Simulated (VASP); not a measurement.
# Ba3SbP (Pm-3m) in VASP: single point with PBE

Aim: the single point of Ba3SbP with PBE.

Everything below comes from runs of VASP 6.6.1. Logs are shortened: lines on timing, memory, paths and dates and some standing lists are left out, and cuts for length are marked.

## (1) The cell of the first run

Symmetry: Pm-3m, No. 221, cubic system. Conventional cell: a = 6.113 Å, b = 6.113 Å, c = 6.113 Å, α = 90.00°, β = 90.00°, γ = 90.00°. Ba (site symmetry 4/mmm) has 2 P at 3.06 Å within 4.0 Å. Sb (site symmetry m-3m) has 12 Ba at 4.32 Å and 8 P at 5.29 Å within 5.7 Å. P (site symmetry m-3m) has 6 Ba at 3.06 Å within 4.0 Å.

## (2) Single point, PBE

The input, INCAR:

```
ALGO = Normal
EDIFF = 1E-6
ENCUT = 500
GGA = PE
GGA_COMPAT = False
ISIF = 2
ISMEAR = -1
LASPH = True
LCHARG = True
LELF = True
LREAL = False
LVHAR = True
LWAVE = False
NBANDS = 33
NELM = 120
PREC = Accurate
SIGMA = 0.05
```

The input, KPOINTS:

```
k-points
0
Gamma
  5 5 5
```

The input, POSCAR:

```
Ba3SbP
1.0
    6.1131770000      0.0000000000      0.0000000000
    0.0000000000      6.1131770000      0.0000000000
    0.0000000000      0.0000000000      6.1131770000
Ba Sb P
3 1 1
Direct
    0.5000000000      0.5000000000      0.0000000000
    0.5000000000      0.0000000000      0.5000000000
    0.0000000000      0.5000000000      0.5000000000
    0.0000000000      0.0000000000      0.0000000000
    0.5000000000      0.5000000000      0.5000000000
```

Potentials or basis: VASP PAW PBE potentials, release 64 (Ba_sv, Sb_d_GW, P).

Run with:

```
$ cat potpaw_PBE.64/Ba_sv/POTCAR potpaw_PBE.64/Sb_d_GW/POTCAR potpaw_PBE.64/P/POTCAR > POTCAR
$ mpirun -np 1 vasp_std > vasp.out
```

OUTCAR:

```text
EDIFF = 1E-6
   ENCUT = 500
   GGA = PE
   ISIF = 2
   ISMEAR = -1
   LASPH = True
   LREAL = False
   NELM = 120
   PREC = Accurate

 ion  position               nearest neighbor table
   1  0.500  0.500  0.000-   5 3.06   5 3.06   2 4.32   2 4.32   3 4.32   3 4.32   2 4.32   2 4.32
                             3 4.32   3 4.32
   2  0.500  0.000  0.500-   5 3.06   5 3.06   1 4.32   1 4.32   1 4.32   3 4.32   3 4.32   1 4.32
                             3 4.32   3 4.32
   3  0.000  0.500  0.500-   5 3.06   5 3.06   1 4.32   1 4.32   2 4.32   1 4.32   2 4.32   2 4.32
                             1 4.32   2 4.32
   4  0.000  0.000  0.000-
   5  0.500  0.500  0.500-   1 3.06   2 3.06   3 3.06   1 3.06   2 3.06   3 3.06

  LATTYP: Found a simple cubic cell.
 ALAT       =     6.1131770000

  Lattice vectors:

 A1 = (   6.1131770000,   0.0000000000,   0.0000000000)
 A2 = (   0.0000000000,   6.1131770000,   0.0000000000)
 A3 = (   0.0000000000,   0.0000000000,   6.1131770000)

Analysis of symmetry for initial positions (statically):
=====================================================================
 Subroutine PRICEL returns:
 Original cell was already a primitive cell.

 Routine SETGRP: Setting up the symmetry group for a
 simple cubic supercell.

 Subroutine GETGRP returns: Found 48 space group operations
 (whereof 48 operations were pure point group operations)
 out of a pool of 48 trial point group operations.

The static configuration has the point symmetry O_h .

Analysis of symmetry for dynamics (positions and initial velocities):
=====================================================================
 Subroutine PRICEL returns:
 Original cell was already a primitive cell.

 Routine SETGRP: Setting up the symmetry group for a
 simple cubic supercell.

 Subroutine GETGRP returns: Found 48 space group operations
 (whereof 48 operations were pure point group operations)
 out of a pool of 48 trial point group operations.

The dynamic configuration has the point symmetry O_h .

 Subroutine INISYM returns: Found 48 space group operations
 (whereof 48 operations are pure point group operations),
 and found     1 'primitive' translations

----------------------------------------------------------------------------------------

                                     Primitive cell

  volume of cell :     228.4551

  direct lattice vectors                    reciprocal lattice vectors
     6.113177000  0.000000000  0.000000000     0.163581064  0.000000000  0.000000000
     0.000000000  6.113177000  0.000000000     0.000000000  0.163581064  0.000000000
     0.000000000  0.000000000  6.113177000     0.000000000  0.000000000  0.163581064

  length of vectors
     6.113177000  6.113177000  6.113177000     0.163581064  0.163581064  0.163581064

  position of ions in fractional coordinates (direct lattice)
     0.500000000  0.500000000  0.000000000
     0.500000000  0.000000000  0.500000000
     0.000000000  0.500000000  0.500000000
     0.000000000  0.000000000  0.000000000
     0.500000000  0.500000000  0.500000000

  ion indices of the primitive-cell ions
   primitive index   ion index
                 1           1
                 2           2
                 3           3
                 4           4
                 5           5

----------------------------------------------------------------------------------------

 KPOINTS: k-points

Automatic generation of k-mesh.
 Grid dimensions read from file:
 generate k-points for:    5    5    5

 Generating k-lattice:

  Cartesian coordinates                     Fractional coordinates (reciprocal lattice)
     0.032716213  0.000000000  0.000000000     0.200000000  0.000000000  0.000000000
     0.000000000  0.032716213  0.000000000     0.000000000  0.200000000  0.000000000
     0.000000000  0.000000000  0.032716213     0.000000000  0.000000000  0.200000000

  Length of vectors
     0.032716213  0.032716213  0.032716213

  Shift w.r.t. Gamma in fractional coordinates (k-lattice)
     0.000000000  0.000000000  0.000000000

 Subroutine IBZKPT returns following result:
 ===========================================

 Found     10 irreducible k-points:

 Following reciprocal coordinates:
            Coordinates               Weight
  0.000000  0.000000  0.000000      1.000000
  0.200000  0.000000  0.000000      6.000000
  0.400000  0.000000  0.000000      6.000000
  0.200000  0.200000  0.000000     12.000000
  0.400000  0.200000  0.000000     24.000000
  0.400000  0.400000  0.000000     12.000000
  0.200000  0.200000  0.200000      8.000000
  0.400000  0.200000  0.200000     24.000000
  0.400000  0.400000  0.200000     24.000000
  0.400000  0.400000  0.400000      8.000000
   k-points           NKPTS =     10   k-points in BZ     NKDIM =     10   number of bands    NBANDS=     33
   number of dos      NEDOS =    301   number of ions     NIONS =      5
   total plane-waves  NPLWV = 110592
   dimension x,y,z NGX =    48 NGY =   48 NGZ =   48
   dimension x,y,z NGXF=    96 NGYF=   96 NGZF=   96
   ions per type =               3   1   1
   NGX,Y,Z   is equivalent  to a cutoff of  13.05, 13.05, 13.05 a.u.
   NGXF,Y,Z  is equivalent  to a cutoff of  26.11, 26.11, 26.11 a.u.
 SYSTEM =  unknown system
   PREC   = accura    normal or accurate (medium, high low for compatibility)
   ISTART =      0    job   : 0-new  1-cont  2-samecut
   ICHARG =      2    charge: 1-file 2-atom 10-const
   ISPIN  =      1    spin polarized calculation?
   LNONCOLLINEAR =      F non collinear calculations
   LSORBIT =      F    spin-orbit coupling
   LASPH  =      T    aspherical Exc in radial PAW
   ENCUT  =  500.0 eV  36.75 Ry    6.06 a.u.  11.15 11.15 11.15*2*pi/ulx,y,z
   NELM   =    120;   NELMIN=  2; NELMDL= -5     # of ELM steps
   EDIFF  = 0.1E-05   stopping-criterion for ELM
   LREAL  =      F    real-space projection
   EDIFFG = 0.1E-04   stopping-criterion for IOM
   NSW    =      0    number of steps for IOM
   IBRION =     -1    ionic relax: 0-MD 1-quasi-New 2-CG
   NFREE  =      0    steps in history (QN), initial steepest desc. (CG)
   ISIF   =      2    stress and relaxation
   ISYM   =      2    0-nonsym 1-usesym 2-fastsym
   POTIM  = 0.5000    time-step for ionic-motion
   TEBEG  =    0.0;   TEEND  =   0.0 temperature during run
   PSTRESS=    0.0 pullay stress
   NELECT =      50.0000    total number of electrons
   NUPDOWN=      -1.0000    fix difference up-down
   EMIN   =  10.00;   EMAX   =-10.00  energy-range for DOS
   EFERMI =   0.00;   METHOD = LEGACY
   ISMEAR =    -1;   SIGMA  =   0.05  broadening in eV -4-tet -1-fermi 0-gaus
   EFERMI_NEDOS =   21; number of points for ismear=-14 and -15
   IALGO  =     38    algorithm
   IMIX   =      4    mixing-type and parameters
     AMIX     =   0.40;   BMIX     =  1.00
     AMIX_MAG =   1.60;   BMIX_MAG =  1.00
  volume/ion in A,a.u.               =      45.69       308.34
  Fermi-wavevector in a.u.,A,eV,Ry     =   0.986577  1.864361 13.243028  0.973335
  Thomas-Fermi vector in A             =   2.117968
   LORBIT       =      0    0 simple, 1 ext, 2 COOP (PROOUT), +10 PAW based schemes
   GGA     = PE    functional components
   LHFCALC =     F    Hartree Fock is set to
   AEXX    =    0.0000 exact exchange contribution
   IVDW    =     0    specifies the selected vdW correction
   LEPSILON=     F    determine dielectric tensor
   LRPA    =     F    only Hartree local field effects (RPA)
 non-spin polarized calculation
  energy-cutoff  :      500.00
  volume of cell :      228.46
 maximum number of plane-waves:      5809
 NGX is ok and might be reduce to    48
   NGX = 23   NGY = 23   NGZ = 23

 number of electron      50.0000007 magnetization

 Free energy of the ion-electron system (eV)
  ---------------------------------------------------
  ext. energy  EPLUGINS =         0.00000000
  ---------------------------------------------------
  free energy    TOTEN  =       -19.48850812 eV

  energy without entropy =      -19.48789997  energy(sigma->0) =      -19.48820405

 E-fermi :   2.1601     XC(G=0):  -7.9220

 val. band max:        1.9883735139   @ k =   0.0000   0.0000   0.0000
 cond. band min:       2.2758007595   @ k =   0.0000   0.0000   0.0000
 fundamental gap:      0.2874272457
 Fermi energy:         2.1600552962

 k-point     1 :       0.0000    0.0000    0.0000
  band No.  band energies     occupation
      1     -26.2659      2.00000
      2     -26.1992      2.00000
      3     -26.1992      2.00000
      4     -25.7532      2.00000
      5     -25.7532      2.00000
      6     -25.7532      2.00000
[... 25 lines left out ...]
     32       5.1923      0.00000
     33       5.2077      0.00000

 k-point     2 :       0.2000    0.0000    0.0000
  band No.  band energies     occupation
      1     -26.2602      2.00000
      2     -26.2047      2.00000
      3     -26.1991      2.00000
      4     -25.7532      2.00000
      5     -25.7532      2.00000
      6     -25.7532      2.00000
[... 25 lines left out ...]
     32       4.9196      0.00000
     33       5.4873      0.00000

 k-point     3 :       0.4000    0.0000    0.0000
  band No.  band energies     occupation
      1     -26.2472      2.00000
      2     -26.2174      2.00000
      3     -26.1990      2.00000
      4     -25.7532      2.00000
      5     -25.7532      2.00000
      6     -25.7532      2.00000
[... 25 lines left out ...]
     32       4.4993      0.00000
     33       5.5401      0.00000

 k-point     4 :       0.2000    0.2000    0.0000
  band No.  band energies     occupation
      1     -26.2550      2.00000
      2     -26.2067      2.00000
      3     -26.2021      2.00000
      4     -25.7532      2.00000
      5     -25.7532      2.00000
      6     -25.7532      2.00000
[... 169 lines left out ...]
     32       4.8543      0.00000
     33       5.3154      0.00000

 k-point     9 :       0.4000    0.4000    0.2000
  band No.  band energies     occupation
      1     -26.2299      2.00000
      2     -26.2186      2.00000
      3     -26.2141      2.00000
      4     -25.7532      2.00000
      5     -25.7532      2.00000
      6     -25.7531      2.00000
[... 25 lines left out ...]
     32       4.8748      0.00000
     33       5.5028      0.00000

 k-point    10 :       0.4000    0.4000    0.4000
  band No.  band energies     occupation
      1     -26.2250      2.00000
      2     -26.2186      2.00000
      3     -26.2186      2.00000
      4     -25.7531      2.00000
      5     -25.7531      2.00000
      6     -25.7531      2.00000
[... 25 lines left out ...]
     32       4.5214      0.00000
     33       5.8213      0.00000

------------------------ aborting loop because EDIFF is reached ----------------------------------------

  FORCE on cell =-STRESS in cart. coord.  units (eV):
  Direction    XX          YY          ZZ          XY          YZ          ZX
  --------------------------------------------------------------------------------------
  -------------------------------------------------------------------------------------
  Total       -0.1458095     -0.1458095     -0.1458095     -0.0000000     -0.0000000     -0.0000000
  in kB       -1.0225761     -1.0225761     -1.0225761     -0.0000000     -0.0000000     -0.0000000
  external PRESSURE =      -1.0225761 kB  Pullay stress =       0.0000000 kB

 VOLUME and BASIS-vectors are now :
 -----------------------------------------------------------------------------
  energy-cutoff  :      500.00
  volume of cell :      228.46
      direct lattice vectors                 reciprocal lattice vectors
     6.113177000  0.000000000  0.000000000     0.163581064  0.000000000  0.000000000
     0.000000000  6.113177000  0.000000000     0.000000000  0.163581064  0.000000000
     0.000000000  0.000000000  6.113177000     0.000000000  0.000000000  0.163581064

 POSITION                                       TOTAL-FORCE (eV/Angst)
 -----------------------------------------------------------------------------------
      3.05659      3.05659      0.00000         0.000000      0.000000      0.000000
      3.05659      0.00000      3.05659         0.000000      0.000000      0.000000
      0.00000      3.05659      3.05659         0.000000      0.000000      0.000000
      0.00000      0.00000      0.00000         0.000000      0.000000      0.000000
      3.05659      3.05659      3.05659         0.000000      0.000000      0.000000
 -----------------------------------------------------------------------------------
    total drift:                               -0.000000      0.000000     -0.000000

  FREE ENERGIE OF THE ION-ELECTRON SYSTEM (eV)
  ---------------------------------------------------
  free  energy   TOTEN  =       -19.4885081241 eV

  energy  without entropy=      -19.4878999685  energy(sigma->0) =      -19.48820405
```

It took 72 s on 1 thread of AMD EPYC 9R45 (Zen 5), shared host; peak memory 0.34 GiB.

Results:

```
Free energy            : -19.4885 eV
Pressure               : -0.1 GPa
Band gap on the k mesh : 0.29 eV
```

Levels at points of the mesh, in eV from the valence-band top:
```tsv
k point	band 23	band 24	band 25	band 26	band 27	band 28
(0.00, 0.00, 0.00)	0.00	0.00	0.00	0.29	0.50	0.50
```

Caveat: semilocal functionals underestimate gaps, and a narrow one can read as zero; spin-orbit coupling is left out, which moves the levels of the heavy elements; an odd mesh through Γ misses points on the zone boundary, where band edges can lie.
